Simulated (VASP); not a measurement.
A run of VASP 6.6.1 is set up as follows.

File INCAR:

```
SYSTEM = KF
PREC     = Accurate       ! precision mode
ENCUT    = 600            ! plane-wave cutoff, eV
EDIFF    = 1E-6           ! SCF threshold, eV
ISMEAR   = 0              ! smearing method
SIGMA    = 0.01           ! smearing width, eV
LREAL    = .False.        ! projectors in reciprocal space
LASPH    = .True.         ! aspherical terms in the spheres
NELM     = 120            ! most SCF steps
ALGO     = Normal         ! electronic algorithm
ISIF     = 2              ! what is computed and relaxed
LWAVE    = .False.        ! write WAVECAR
LCHARG   = .False.        ! write CHGCAR
GGA      = CA             ! functional
NBANDS   = 15             ! bands
GGA_COMPAT= .False.
```

KPOINTS

```
regular mesh
0
Gamma
  3 3 3
  0 0 0
```

Contents of POSCAR:

```
KF
1.0
    0.0000000000      2.6718500000      2.6718500000
    2.6718500000      0.0000000000      2.6718500000
    2.6718500000      2.6718500000      0.0000000000
K F
1 1
Direct
    0.0000000000      0.0000000000      0.0000000000
    0.5000000000      0.5000000000      0.5000000000
```

Potentials or basis: VASP PAW LDA potentials, release 64 (K_sv, F).

Launch:

```console
$ cat potpaw_LDA.64/K_sv/POTCAR potpaw_LDA.64/F/POTCAR > POTCAR
$ mpirun -np 1 vasp_std > vasp.out
```

Q: What does it give for the pressure?

A: -3.4 GPa.

Q: Predict the band gap on the k mesh.

A: 5.79 eV, direct.

Caveat: the k points lie up to 0.68 Å⁻¹ apart. Expect the measured gap to be larger: semilocal functionals such as LDA lack the derivative discontinuity.
